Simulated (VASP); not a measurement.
# B8P9 (a cell with a defect) in VASP: a series of runs

Runs on B8P9 (a cell with a defect). Level: PBE. Tasks: single point, relaxation of the atoms.

All numbers are computed with VASP 6.6.1; they aren't measurements. Logs are shortened: lines on timing, memory, paths and dates and some standing lists are left out, and cuts for length are marked.

### 1 The cell of the first run

The cell holds a defect, 17 atoms: a = 6.432 Å, b = 6.432 Å, c = 6.432 Å, α = 60.00°, β = 60.00°, γ = 60.00°.

### 2 Single point, PBE, collinear spin

Input file INCAR:

```
SYSTEM = B8P9
ALGO = Normal ; EDIFF = 1E-6
ENCUT = 520 ; GGA = PE
ISIF = 2 ; ISMEAR = 0
ISPIN = 2 ; LASPH = .True.
LCHARG = .False. ; LORBIT = 11
LREAL = Auto ; LWAVE = .False.
MAGMOM = 0.091 0.091 0.091 0 0 0.091 0.091 0.091 0 0 0 0.091 0 0.091 0.091 0.091 0.091 ; NBANDS = 52
NELECT = 67.0 ; NELM = 150
PREC = Accurate ; SIGMA = 0.01
```

Input file KPOINTS:

```
k-points
0
Gamma
  3 3 3
  0 0 0
```

Input file POSCAR:

```
B8P9
1.0
    0.0000000000      4.5481927936     -4.5481927936
    4.5481927936      4.5481927936      0.0000000000
    4.5481927936      0.0000000000     -4.5481927936
B P
8 9
Direct
    0.4944272324      0.4944272324      0.0055727676
    0.4944272324      0.0055727676      0.0055727676
    1.0055727676      0.4944272324      0.0055727676
    1.0000000000      0.0000000000      0.0000000000
    0.5000000000      0.5000000000      0.5000000000
    0.4944272324      0.0055727676      0.4944272324
    1.0055727676      0.4944272324      0.4944272324
    1.0055727676      0.0055727676      0.4944272324
    0.3762802043      0.3762802043      0.3762802043
    0.3762802043      0.8711593870      0.3762802043
    0.8711593870      0.3762802043      0.3762802043
    0.8835150449      0.8835150449      0.3494548653
    0.3762802043      0.3762802043      0.8711593870
    0.3494548653      0.8835150449      0.8835150449
    0.8835150449      0.3494548653      0.8835150449
    0.8835150449      0.8835150449      0.8835150449
    0.7500000000      0.7500000000      0.7500000000
```

Potentials or basis: VASP PAW PBE potentials, release 64 (B, P).

Started as:

```sh
$ cat potpaw_PBE.64/B/POTCAR potpaw_PBE.64/P/POTCAR > POTCAR
$ mpirun -np 1 vasp_std > vasp.out
```

OUTCAR:

```text
SYSTEM = B8P9
   EDIFF = 1E-6
   ENCUT = 520
   GGA = PE
   ISIF = 2
   ISMEAR = 0
   ISPIN = 2
   LASPH = .True.
   LORBIT = 11
   LREAL = Auto
   NELECT = 67.0
   NELM = 150
   PREC = Accurate

 ion  position               nearest neighbor table
   1  0.494  0.494  0.006-   9 1.95  13 1.95  14 2.05  15 2.05  17 2.32
   2  0.494  0.006  0.006-  10 1.95  13 1.95  14 2.05  16 2.05  17 2.32
   3  0.006  0.494  0.006-  11 1.95  13 1.95  15 2.05  16 2.05  17 2.32
   4  0.000  0.000  0.000-  16 1.84  14 1.84  12 1.84  15 1.84
   5  0.500  0.500  0.500-  10 1.95  11 1.95  13 1.95   9 1.95
   6  0.494  0.006  0.494-   9 1.95  10 1.95  12 2.05  14 2.05  17 2.32
   7  0.006  0.494  0.494-   9 1.95  11 1.95  12 2.05  15 2.05  17 2.32
   8  0.006  0.006  0.494-  10 1.95  11 1.95  12 2.05  16 2.05  17 2.32
   9  0.376  0.376  0.376-   1 1.95   6 1.95   7 1.95   5 1.95
  10  0.376  0.871  0.376-   2 1.95   8 1.95   6 1.95   5 1.95
  11  0.871  0.376  0.376-   3 1.95   8 1.95   7 1.95   5 1.95
  12  0.884  0.884  0.349-   4 1.84   6 2.05   7 2.05   8 2.05  17 2.10
  13  0.376  0.376  0.871-   2 1.95   3 1.95   1 1.95   5 1.95
  14  0.349  0.884  0.884-   4 1.84   2 2.05   1 2.05   6 2.05  17 2.10
  15  0.884  0.349  0.884-   4 1.84   3 2.05   1 2.05   7 2.05  17 2.10
  16  0.884  0.884  0.884-   4 1.84   3 2.05   2 2.05   8 2.05  17 2.10
  17  0.750  0.750  0.750-  12 2.10  14 2.10  15 2.10  16 2.10   7 2.32   8 2.32   1 2.32   2 2.32
                             3 2.32   6 2.32

  LATTYP: Found a face centered cubic cell.
 ALAT       =     9.0963855872

  Lattice vectors:

 A1 = (   0.0000000000,   4.5481927936,  -4.5481927936)
 A2 = (   4.5481927936,   4.5481927936,   0.0000000000)
 A3 = (   4.5481927936,   0.0000000000,  -4.5481927936)

Analysis of symmetry for initial positions (statically):
=====================================================================
 Subroutine PRICEL returns:
 Original cell was already a primitive cell.

 Routine SETGRP: Setting up the symmetry group for a
 face centered cubic supercell.

 Subroutine GETGRP returns: Found 24 space group operations
 (whereof 24 operations were pure point group operations)
 out of a pool of 48 trial point group operations.

The static configuration has the point symmetry T_d .

Analysis of symmetry for dynamics (positions and initial velocities):
=====================================================================
 Subroutine PRICEL returns:
 Original cell was already a primitive cell.

 Routine SETGRP: Setting up the symmetry group for a
 face centered cubic supercell.

 Subroutine GETGRP returns: Found 24 space group operations
 (whereof 24 operations were pure point group operations)
 out of a pool of 48 trial point group operations.

The dynamic configuration has the point symmetry T_d .

[... 167 lines left out ...]
  energy without entropy =     -117.02587868  energy(sigma->0) =     -117.02609432

 E-fermi :   9.0921     XC(G=0): -11.1105

 val. band max:        9.0472738704   @ k =   0.3333   0.0000   0.0000
 cond. band min:       9.1002363417   @ k =   0.3333   0.0000   0.0000
 fundamental gap:      0.0529624713
 Fermi energy:         9.0921021432

 spin component 1

 k-point     1 :       0.0000    0.0000    0.0000
  band No.  band energies     occupation
      1      -8.7553      1.00000
      2      -5.1576      1.00000
      3      -4.6596      1.00000
      4      -4.6596      1.00000
      5      -4.6596      1.00000
      6      -3.7747      1.00000
[... 181 lines left out ...]
     44      13.1076      0.00000
     45      13.1938      0.00000
 Fermi energy:         9.0921021432

 spin component 2

 k-point     1 :       0.0000    0.0000    0.0000
  band No.  band energies     occupation
      1      -8.7152      1.00000
      2      -5.1279      1.00000
      3      -4.6351      1.00000
      4      -4.6351      1.00000
      5      -4.6351      1.00000
      6      -3.7437      1.00000
[... 181 lines left out ...]
     44      13.1270      0.00000
     45      13.2154      0.00000
 [bands above 45 left out]

------------------------ aborting loop because EDIFF is reached ----------------------------------------

  FORCE on cell =-STRESS in cart. coord.  units (eV):
  Direction    XX          YY          ZZ          XY          YZ          ZX
  --------------------------------------------------------------------------------------
  -------------------------------------------------------------------------------------
  Total       -6.3407364     -6.3407364     -6.3407364      0.0000000     -0.0000000      0.0000000
  in kB      -53.9888016    -53.9888016    -53.9888016      0.0000000     -0.0000000      0.0000000
  external PRESSURE =     -53.9888016 kB  Pullay stress =       0.0000000 kB

 VOLUME and BASIS-vectors are now :
 -----------------------------------------------------------------------------
  energy-cutoff  :      520.00
  volume of cell :      188.17
      direct lattice vectors                 reciprocal lattice vectors
     0.000000000  4.548192794 -4.548192794    -0.109933774  0.109933774 -0.109933774
     4.548192794  4.548192794  0.000000000     0.109933774  0.109933774  0.109933774
     4.548192794  0.000000000 -4.548192794     0.109933774 -0.109933774 -0.109933774

 POSITION                                       TOTAL-FORCE (eV/Angst)
 -----------------------------------------------------------------------------------
      2.27410      4.49750     -2.27410         0.000000     -0.005956      0.000000
      0.05069      2.27410     -2.27410         0.005956     -0.000000      0.000000
      2.27410      2.27410     -0.05069         0.000000     -0.000000     -0.005956
      0.00000      0.00000      0.00000        -0.000000     -0.000000      0.000000
      4.54819      4.54819     -4.54819        -0.000000     -0.000000      0.000000
      2.27410      2.27410     -4.49750         0.000000     -0.000000      0.005956
[... 9 lines left out ...]
      8.03679      8.03679     -8.03679        -0.016252     -0.016252      0.016252
      6.82229      6.82229     -6.82229         0.000000     -0.000000      0.000000
 -----------------------------------------------------------------------------------
    total drift:                                0.000000      0.000000     -0.000000

  FREE ENERGIE OF THE ION-ELECTRON SYSTEM (eV)
  ---------------------------------------------------
  free  energy   TOTEN  =      -117.0263099695 eV

  energy  without entropy=     -117.0258786794  energy(sigma->0) =     -117.02609432

 total charge

# of ion       s       p       d       tot
------------------------------------------
    1        0.664   1.188   0.000   1.852
    2        0.664   1.188   0.000   1.852
    3        0.664   1.188   0.000   1.852
    4        0.759   1.444   0.000   2.203
    5        0.667   1.263   0.000   1.931
    6        0.664   1.188   0.000   1.852
[... 9 lines left out ...]
   16        1.009   1.506   0.000   2.515
   17        1.186   1.305   0.000   2.491
--------------------------------------------------
tot         14.577  23.332   0.000  37.909

 magnetization (x)

# of ion       s       p       d       tot
------------------------------------------
    1        0.003   0.002   0.000   0.005
    2        0.003   0.002   0.000   0.005
    3        0.003   0.002   0.000   0.005
    4        0.009   0.014   0.000   0.023
    5        0.001   0.002   0.000   0.004
    6        0.003   0.002   0.000   0.005
[... 9 lines left out ...]
   16        0.000   0.002   0.000   0.002
   17        0.004   0.045   0.000   0.048
--------------------------------------------------
tot          0.038   0.081   0.000   0.119
```

OSZICAR:

```text
N       E                     dE             d eps       ncg     rms          rms(c)
DAV:   1     0.178701486319E+03    0.17870E+03   -0.29329E+04   832   0.115E+03
DAV:   2    -0.105186309440E+03   -0.28389E+03   -0.26773E+03  1036   0.202E+02
DAV:   3    -0.121222318647E+03   -0.16036E+02   -0.15726E+02  1020   0.440E+01
DAV:   4    -0.121517247609E+03   -0.29493E+00   -0.29287E+00  1080   0.629E+00
DAV:   5    -0.121522256871E+03   -0.50093E-02   -0.50008E-02  1044   0.793E-01    0.245E+01
DAV:   6    -0.117672283822E+03    0.38500E+01   -0.70908E+00   968   0.879E+00    0.141E+01
DAV:   7    -0.117062933789E+03    0.60935E+00   -0.25581E+00  1008   0.507E+00    0.385E+00
DAV:   8    -0.117023446097E+03    0.39488E-01   -0.17574E-01   972   0.157E+00    0.118E+00
DAV:   9    -0.117025374761E+03   -0.19287E-02   -0.18741E-02  1048   0.502E-01    0.503E-01
DAV:  10    -0.117025830722E+03   -0.45596E-03   -0.77709E-04  1008   0.119E-01    0.197E-01
DAV:  11    -0.117026170417E+03   -0.33970E-03   -0.38186E-04   992   0.730E-02    0.784E-02
DAV:  12    -0.117026279397E+03   -0.10898E-03   -0.12140E-04   960   0.424E-02    0.344E-02
DAV:  13    -0.117026299919E+03   -0.20522E-04   -0.12178E-05  1048   0.149E-02    0.178E-02
DAV:  14    -0.117026308682E+03   -0.87626E-05   -0.82412E-06   932   0.117E-02    0.640E-03
DAV:  15    -0.117026309793E+03   -0.11117E-05   -0.13409E-06   724   0.505E-03    0.253E-03
DAV:  16    -0.117026309970E+03   -0.17634E-06   -0.15449E-07   532   0.172E-03
   1 F= -.11702631E+03 E0= -.11702609E+03  d E =-.431290E-03  mag=     0.2593
```

Run time: 4.6 min. Hardware: 1 thread of AMD EPYC 7R13, shared host; peak memory 0.38 GiB.

What came out:

```
Free energy                                           : -117.0263 eV
Largest force                                         : 0.028 eV/Å
Net moment                                            : 0.26 μB per cell
Site moments                                          : B +0.01, +0.02, +0.00; P +0.00, +0.05 μB
Valence electrons inside the program's atomic spheres : B 1.85, 2.20, 1.93; P 2.53, 2.52, 2.49
```

Forces on the atoms (eV/Å):
```
B    0.000 -0.006  0.000
B    0.006  0.000  0.000
B    0.000  0.000 -0.006
B    0.000  0.000  0.000
B    0.000  0.000  0.000
B    0.000  0.000  0.006
B   -0.006  0.000  0.000
B    0.000  0.006  0.000
P   -0.001 -0.001  0.001
P    0.001  0.001  0.001
P   -0.001  0.001 -0.001
P    0.016 -0.016 -0.016
P    0.001 -0.001 -0.001
P   -0.016  0.016 -0.016
P    0.016  0.016  0.016
P   -0.016 -0.016  0.016
P    0.000  0.000  0.000
```

Caveat: the k points lie up to 0.40 Å⁻¹ apart; the cell carries a net charge on a neutralising background, which shifts energy and pressure; the cell is charged against a uniform background, so pressure and absolute levels hang on convention.

(Part 1 of 2 ends here.)
